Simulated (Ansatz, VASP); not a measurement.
## One calculation of NaSrBr3, two programs

```xyz
5
Lattice="5.9613 0.0000 0.0000 0.0000 5.9613 0.0000 0.0000 0.0000 5.9613" Properties=species:S:1:pos:R:3 pbc="T T T"
Na    0.0000    0.0000    0.0000
Sr    2.9807    2.9807    2.9807
Br    0.0000    2.9807    2.9807
Br    2.9807    0.0000    2.9807
Br    2.9807    2.9807    0.0000
```

Alike in both runs: functional PBE; k mesh 4 × 4 × 4; occupations gaussian, width 0.02 eV; no spin polarisation.

Ansatz relaxed the structure, and its values are those at the end. VASP's run is a single point on that final structure, the one shown.

|  | VASP | Ansatz |
| --- | --- | --- |
| version | VASP 6.6.1 | Ansatz 0.2.0 |
| potentials or method | VASP PAW PBE potentials, release 64 (Na_pv, Sr_sv, Br), cutoff 520 eV | scalar-relativistic, plane waves, PAW |
| valence electrons in the cell | 38 | 40 |

```csv
,VASP,Ansatz,Ansatz less VASP
gap on the k mesh at the Fermi level (eV),2.96,2.96,+0.001
least direct gap on the mesh (eV),3.22,3.22,+0.006
pressure (GPa),0.1,0.0,-0.06
```

VASP's potentials hold 38 valence electrons a cell and Ansatz's 40, so a difference there can come from the potentials and not from the codes.
